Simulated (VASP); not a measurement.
Input of a VASP 6.6.1 run:

File POSCAR:

```
CdTe
1.0
    0.0000000000      3.2778765323      3.2778765323
    3.2778765323      0.0000000000      3.2778765323
    3.2778765323      3.2778765323      0.0000000000
Cd Te
1 1
Direct
    0.0000000000      0.0000000000      0.0000000000
    0.7500000000      0.7500000000      0.7500000000
```

INCAR.step1

```
SYSTEM = CdTe
PREC = Accurate
ENCUT = 520
ISMEAR = -1
SIGMA = 0.08
LREAL = .False.
LASPH = .True.
NELM = 60
NBANDS = 16
GGA = PE
ALGO = Normal
EDIFF = 1E-4
LWAVE = .True.
LCHARG = .False.
```

File INCAR.step2:

```
SYSTEM = CdTe
PREC = Accurate
ENCUT = 520
EDIFF = 1E-6
ISMEAR = -1
SIGMA = 0.08
LREAL = .False.
LASPH = .True.
NELM = 60
ALGO = Normal
ISIF = 2
LWAVE = .False.
LCHARG = .True.
METAGGA = R2SCAN
LMIXTAU = .True.
LELF = .True.
LVHAR = .True.
NBANDS = 16
ISTART = 1
```

KPOINTS

```
regular mesh
0
Gamma
  14 14 14
  0 0 0
```

Potentials or basis: VASP PAW PBE potentials, release 64 (Cd, Te).

Run with:

```console
$ cat potpaw_PBE.64/Cd/POTCAR potpaw_PBE.64/Te/POTCAR > POTCAR
$ cp INCAR.step1 INCAR
$ mpirun -np 1 vasp_std > vasp.out
$ cp INCAR.step2 INCAR
$ mpirun -np 1 vasp_std > vasp.out
```

Question: What does it give for the band gap on the k mesh?

Answer: 1.16 eV.

Question: What does it give for the pressure?

Answer: 0.1 GPa.

Caveat: the PAW data sets were made with another functional, which shifts forces and pressure a little; spin-orbit coupling is left out, which moves the levels of the heavy elements. A k mesh can miss the band edges.
